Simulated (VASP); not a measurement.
# AlN (F-43m) in VASP: notebook

The runs below take AlN through single point, with b88 exchange, pbe correlation.

All numbers are computed with VASP 6.6.1; they aren't measurements. Logs are shortened: lines on timing, memory, paths and dates and some standing lists are left out, and cuts for length are marked.

### 1 The cell of the first run

It takes space group F-43m (No. 216, cubic). The conventional cell has a = 4.454 Å, b = 4.454 Å, c = 4.454 Å, α = 90.00°, β = 90.00°, γ = 90.00°. Within 2.6 Å of Al (site symmetry -43m) lie 4 N at 1.93 Å. N (site symmetry -43m) has 4 Al at 1.93 Å within 2.6 Å.

### 2 Single point, b88 exchange, pbe correlation

The input, INCAR:

```
SYSTEM = AlN
  PREC = Accurate
  ENCUT = 600
  EDIFF = 1E-6
  ISMEAR = -1
  SIGMA = 0.05
  LREAL = .FALSE.
  LASPH = .TRUE.
  NELM = 120
  ALGO = Normal
  ISIF = 2
  LWAVE = .FALSE.
  LCHARG = .FALSE.
  GGA = LIBXC
  LIBXC1 = GGA_X_B88
  LIBXC2 = GGA_C_PBE
  NBANDS = 11
  GGA_COMPAT = .FALSE.
```

The input, KPOINTS:

```
regular mesh
0
G
  10 10 10
  0 0 0
```

The input, POSCAR:

```
AlN
1.0
    0.0000000000      2.2268278375      2.2268278375
    2.2268278375      0.0000000000      2.2268278375
    2.2268278375      2.2268278375      0.0000000000
Al N
1 1
Direct
    0.0000000000      0.0000000000      0.0000000000
    0.2500000000      0.2500000000      0.2500000000
```

Potentials or basis: VASP PAW PBE potentials, release 64 (Al, N).

On the command line:

```sh
cat potpaw_PBE.64/Al/POTCAR potpaw_PBE.64/N/POTCAR > POTCAR
mpirun -np 1 vasp_std > vasp.out
```

OUTCAR:

```text
SYSTEM = AlN
   PREC = Accurate
   ENCUT = 600
   EDIFF = 1E-6
   ISMEAR = -1
   LREAL = .FALSE.
   LASPH = .TRUE.
   NELM = 120
   ISIF = 2
   GGA = LIBXC

 ion  position               nearest neighbor table
   1  0.000  0.000  0.000-   2 1.93   2 1.93   2 1.93   2 1.93
   2  0.250  0.250  0.250-   1 1.93   1 1.93   1 1.93   1 1.93

  LATTYP: Found a face centered cubic cell.
 ALAT       =     4.4536556750

  Lattice vectors:

 A1 = (   0.0000000000,   2.2268278375,   2.2268278375)
 A2 = (   2.2268278375,   0.0000000000,   2.2268278375)
 A3 = (   2.2268278375,   2.2268278375,   0.0000000000)

Analysis of symmetry for initial positions (statically):
=====================================================================
 Subroutine PRICEL returns:
 Original cell was already a primitive cell.

 Routine SETGRP: Setting up the symmetry group for a
 face centered cubic supercell.

 Subroutine GETGRP returns: Found 24 space group operations
 (whereof 24 operations were pure point group operations)
 out of a pool of 48 trial point group operations.

The static configuration has the point symmetry T_d .

Analysis of symmetry for dynamics (positions and initial velocities):
=====================================================================
 Subroutine PRICEL returns:
 Original cell was already a primitive cell.

 Routine SETGRP: Setting up the symmetry group for a
 face centered cubic supercell.

 Subroutine GETGRP returns: Found 24 space group operations
 (whereof 24 operations were pure point group operations)
 out of a pool of 48 trial point group operations.

The dynamic configuration has the point symmetry T_d .

 Subroutine INISYM returns: Found 24 space group operations
 (whereof 24 operations are pure point group operations),
 and found     1 'primitive' translations

----------------------------------------------------------------------------------------

                                     Primitive cell

  volume of cell :      22.0846

  direct lattice vectors                    reciprocal lattice vectors
     0.000000000  2.226827838  2.226827838    -0.224534646  0.224534646  0.224534646
     2.226827838  0.000000000  2.226827838     0.224534646 -0.224534646  0.224534646
     2.226827838  2.226827838  0.000000000     0.224534646  0.224534646 -0.224534646

  length of vectors
     3.149210129  3.149210129  3.149210129     0.388905415  0.388905415  0.388905415

  position of ions in fractional coordinates (direct lattice)
     0.000000000  0.000000000  0.000000000
     0.250000000  0.250000000  0.250000000

  ion indices of the primitive-cell ions
   primitive index   ion index
                 1           1
                 2           2

----------------------------------------------------------------------------------------

 KPOINTS: regular mesh

Automatic generation of k-mesh.
 Grid dimensions read from file:
 generate k-points for:   10   10   10

 Generating k-lattice:

  Cartesian coordinates                     Fractional coordinates (reciprocal lattice)
    -0.022453465  0.022453465  0.022453465     0.100000000  0.000000000  0.000000000
     0.022453465 -0.022453465  0.022453465     0.000000000  0.100000000  0.000000000
     0.022453465  0.022453465 -0.022453465     0.000000000  0.000000000  0.100000000

  Length of vectors
     0.038890541  0.038890541  0.038890541

  Shift w.r.t. Gamma in fractional coordinates (k-lattice)
     0.000000000  0.000000000  0.000000000

 Subroutine IBZKPT returns following result:
 ===========================================

 Found     47 irreducible k-points:

 Following reciprocal coordinates:
            Coordinates               Weight
  0.000000  0.000000  0.000000      1.000000
  0.100000  0.000000  0.000000      8.000000
  0.200000  0.000000  0.000000      8.000000
  0.300000  0.000000  0.000000      8.000000
  0.400000  0.000000  0.000000      8.000000
  0.500000  0.000000  0.000000      4.000000
[... 16 lines left out ...]
  0.300000  0.300000  0.000000      6.000000
  0.400000  0.300000  0.000000     24.000000
 [... further k-points ...]
   k-points           NKPTS =     47   k-points in BZ     NKDIM =     47   number of bands    NBANDS=     11
   number of dos      NEDOS =    301   number of ions     NIONS =      2
   total plane-waves  NPLWV =  21952
   dimension x,y,z NGX =    28 NGY =   28 NGZ =   28
   dimension x,y,z NGXF=    56 NGYF=   56 NGZF=   56
   ions per type =               1   1
   NGX,Y,Z   is equivalent  to a cutoff of  14.78, 14.78, 14.78 a.u.
   NGXF,Y,Z  is equivalent  to a cutoff of  29.56, 29.56, 29.56 a.u.
 SYSTEM =  AlN
   PREC   = accura    normal or accurate (medium, high low for compatibility)
   ISTART =      0    job   : 0-new  1-cont  2-samecut
   ICHARG =      2    charge: 1-file 2-atom 10-const
   ISPIN  =      1    spin polarized calculation?
   LNONCOLLINEAR =      F non collinear calculations
   LSORBIT =      F    spin-orbit coupling
   LASPH  =      T    aspherical Exc in radial PAW
   ENCUT  =  600.0 eV  44.10 Ry    6.64 a.u.   6.29  6.29  6.29*2*pi/ulx,y,z
   NELM   =    120;   NELMIN=  2; NELMDL= -5     # of ELM steps
   EDIFF  = 0.1E-05   stopping-criterion for ELM
   LREAL  =      F    real-space projection
   EDIFFG = 0.1E-04   stopping-criterion for IOM
   NSW    =      0    number of steps for IOM
   IBRION =     -1    ionic relax: 0-MD 1-quasi-New 2-CG
   NFREE  =      0    steps in history (QN), initial steepest desc. (CG)
   ISIF   =      2    stress and relaxation
   ISYM   =      2    0-nonsym 1-usesym 2-fastsym
   POTIM  = 0.5000    time-step for ionic-motion
   TEBEG  =    0.0;   TEEND  =   0.0 temperature during run
   PSTRESS=    0.0 pullay stress
   NELECT =       8.0000    total number of electrons
   NUPDOWN=      -1.0000    fix difference up-down
   EMIN   =  10.00;   EMAX   =-10.00  energy-range for DOS
   EFERMI =   0.00;   METHOD = LEGACY
   ISMEAR =    -1;   SIGMA  =   0.05  broadening in eV -4-tet -1-fermi 0-gaus
   EFERMI_NEDOS =   21; number of points for ismear=-14 and -15
   IALGO  =     38    algorithm
   IMIX   =      4    mixing-type and parameters
     AMIX     =   0.40;   BMIX     =  1.00
     AMIX_MAG =   1.60;   BMIX_MAG =  1.00
  volume/ion in A,a.u.               =      11.04        74.52
  Fermi-wavevector in a.u.,A,eV,Ry     =   1.167011  2.205331 18.529966  1.361914
  Thomas-Fermi vector in A             =   2.303516
   LORBIT       =      0    0 simple, 1 ext, 2 COOP (PROOUT), +10 PAW based schemes
   GGA     = LIBXC    functional components
   LHFCALC =     F    Hartree Fock is set to
   AEXX    =    0.0000 exact exchange contribution
   IVDW    =     0    specifies the selected vdW correction
   LEPSILON=     F    determine dielectric tensor
   LRPA    =     F    only Hartree local field effects (RPA)
 non-spin polarized calculation
  energy-cutoff  :      600.00
  volume of cell :       22.08
 maximum number of plane-waves:       754
 NGX is ok and might be reduce to    28
   NGX = 13   NGY = 13   NGZ = 13

 number of electron       8.0000000 magnetization

 Free energy of the ion-electron system (eV)
  ---------------------------------------------------
  ext. energy  EPLUGINS =         0.00000000
  ---------------------------------------------------
  free energy    TOTEN  =       -14.66757164 eV

  energy without entropy =      -14.66757164  energy(sigma->0) =      -14.66757164

 E-fermi :   6.4311     XC(G=0): -10.7117

 val. band max:        5.4015744443   @ k =   0.0000   0.0000   0.0000
 cond. band min:       8.7052326295   @ k =   0.5000   0.5000   0.0000
 fundamental gap:      3.3036581852
 Fermi energy:         6.4311499974

 k-point     1 :       0.0000    0.0000    0.0000
  band No.  band energies     occupation
      1      -9.2447      2.00000
      2       5.4016      2.00000
      3       5.4016      2.00000
      4       5.4016      2.00000
      5       9.1088      0.00000
      6      17.4216      0.00000
      7      17.4216      0.00000
      8      17.4216      0.00000
      9      22.6247      0.00000
     10      22.6247      0.00000
     11      23.9266      0.00000

 k-point     2 :       0.1000    0.0000    0.0000
  band No.  band energies     occupation
      1      -9.1085      2.00000
      2       4.5925      2.00000
      3       5.3508      2.00000
      4       5.3508      2.00000
      5       9.7841      0.00000
      6      17.0366      0.00000
      7      17.5484      0.00000
      8      17.5484      0.00000
      9      21.4167      0.00000
     10      21.4167      0.00000
     11      23.1703      0.00000

 k-point     3 :       0.2000    0.0000    0.0000
  band No.  band energies     occupation
      1      -8.7223      2.00000
      2       3.0400      2.00000
      3       5.2243      2.00000
      4       5.2243      2.00000
      5      10.9084      0.00000
      6      16.2555      0.00000
      7      17.5198      0.00000
      8      17.5198      0.00000
      9      20.8699      0.00000
     10      20.8699      0.00000
     11      22.2921      0.00000

 k-point     4 :       0.3000    0.0000    0.0000
  band No.  band energies     occupation
      1      -8.1657      2.00000
      2       1.4760      2.00000
      3       5.0793      2.00000
      4       5.0793      2.00000
      5      11.7470      0.00000
      6      15.5422      0.00000
      7      16.9506      0.00000
      8      16.9506      0.00000
      9      21.8171      0.00000
     10      21.8171      0.00000
     11      22.0396      0.00000
[... 239 lines left out ...]
 k-point    22 :      -0.2000    0.2000    0.0000
  band No.  band energies     occupation
      1      -7.9826      2.00000
      2       1.7562      2.00000
      3       3.7792      2.00000
      4       5.1472      2.00000
      5      12.5334      0.00000
      6      14.9404      0.00000
      7      16.2953      0.00000
      8      17.4858      0.00000
      9      19.9082      0.00000
     10      23.1397      0.00000
     11      26.0811      0.00000

 k-point    23 :       0.3000    0.3000    0.0000
  band No.  band energies     occupation
      1      -7.8187      2.00000
      2       1.9705      2.00000
      3       4.2092      2.00000
      4       4.2092      2.00000
      5      10.5586      0.00000
      6      14.7100      0.00000
      7      16.7093      0.00000
      8      19.2680      0.00000
      9      19.2680      0.00000
     10      25.2120      0.00000
     11      28.1840      0.00000

 k-point    24 :       0.4000    0.3000    0.0000
  band No.  band energies     occupation
      1      -7.3980      2.00000
      2       1.3798      2.00000
      3       3.7668      2.00000
      4       4.0508      2.00000
      5      10.2026      0.00000
      6      14.5625      0.00000
      7      17.0042      0.00000
      8      19.3744      0.00000
      9      19.8418      0.00000
     10      26.0535      0.00000
     11      27.9717      0.00000

 [... further k-points ...]
[... 5 lines left out ...]
  --------------------------------------------------------------------------------------
  -------------------------------------------------------------------------------------
  Total       -0.9027748     -0.9027748     -0.9027748      0.0000000      0.0000000      0.0000000
  in kB      -65.4937866    -65.4937866    -65.4937866      0.0000000      0.0000000      0.0000000
  external PRESSURE =     -65.4937866 kB  Pullay stress =       0.0000000 kB

 VOLUME and BASIS-vectors are now :
 -----------------------------------------------------------------------------
  energy-cutoff  :      600.00
  volume of cell :       22.08
      direct lattice vectors                 reciprocal lattice vectors
     0.000000000  2.226827838  2.226827838    -0.224534646  0.224534646  0.224534646
     2.226827838  0.000000000  2.226827838     0.224534646 -0.224534646  0.224534646
     2.226827838  2.226827838  0.000000000     0.224534646  0.224534646 -0.224534646

 POSITION                                       TOTAL-FORCE (eV/Angst)
 -----------------------------------------------------------------------------------
      0.00000      0.00000      0.00000        -0.000000      0.000000     -0.000000
      1.11341      1.11341      1.11341         0.000000     -0.000000      0.000000
 -----------------------------------------------------------------------------------
    total drift:                                0.000000      0.000000      0.000000

  FREE ENERGIE OF THE ION-ELECTRON SYSTEM (eV)
  ---------------------------------------------------
  free  energy   TOTEN  =       -14.6675716422 eV

  energy  without entropy=      -14.6675716421  energy(sigma->0) =      -14.66757164
```

Run time: 23 s. Hardware: 1 thread of AMD EPYC 7R43 (Zen 3), shared host; peak memory 0.12 GiB.

Results:

- Free energy: -14.6676 eV
- Pressure: -6.5 GPa
- Band gap on the k mesh: 3.30 eV (least direct gap 3.71 eV)

Caveat: the cell stands under tension; the PAW data sets were made with another functional, which shifts forces and pressure a little. A k mesh can miss the band edges.

### 3 Single point, b88 exchange, pbe correlation

This run uses another cell than the first one, of 10.42 Å³/atom.

The input, INCAR:

```
PREC     = Accurate       # precision mode
ENCUT    = 600            # plane-wave cutoff, eV
EDIFF    = 1E-6           # SCF threshold, eV
ISMEAR   = -1             # smearing method
SIGMA    = 0.05           # smearing width, eV
LREAL    = F              # projectors in reciprocal space
LASPH    = T              # aspherical terms in the spheres
NELM     = 120            # most SCF steps
ALGO     = Normal         # electronic algorithm
ISIF     = 2              # what is computed and relaxed
LWAVE    = F              # write WAVECAR
LCHARG   = F              # write CHGCAR
GGA      = LIBXC          # functional
LIBXC1   = GGA_X_B88    
LIBXC2   = GGA_C_PBE    
NBANDS   = 11             # bands
GGA_COMPAT= F
```

The input, KPOINTS:

```
regular mesh
0
Gamma
  10 10 10
```

The input, POSCAR:

```
AlN
1.0
    0.0000000000      2.1839935596      2.1839935596
    2.1839935596      0.0000000000      2.1839935596
    2.1839935596      2.1839935596      0.0000000000
Al N
1 1
Direct
    0.0000000000      0.0000000000      0.0000000000
    0.2500000000      0.2500000000      0.2500000000
```

Potentials or basis: VASP PAW PBE potentials, release 64 (Al, N).

On the command line:

```sh
cat potpaw_PBE.64/Al/POTCAR potpaw_PBE.64/N/POTCAR > POTCAR
mpirun -np 1 vasp_std > vasp.out
```

Wall time 11 s (1 thread of AMD EPYC 7R13 (Zen 3), shared host); peak memory 0.12 GiB.

It converged, with:

- Free energy: -14.6759 eV
- Pressure: 4.5 GPa
- Band gap on the k mesh: 3.34 eV (least direct gap 4.21 eV)

Levels at points of the mesh, in eV from the valence-band top:
```
           k point  band 2  band 3  band 4  band 5  band 6  band 7
(0.00, 0.00, 0.00)    0.00    0.00    0.00    4.21   12.59   12.59
(0.50, 0.00, 0.00)   -5.84   -0.48   -0.48    7.40    9.88   11.16
(0.50, 0.50, 0.00)   -4.89   -1.77   -1.77    3.34    8.64   13.97
```

Caveat: the cell stands under pressure; the PAW data sets were made with another functional, which shifts forces and pressure a little. A k mesh can miss the band edges.
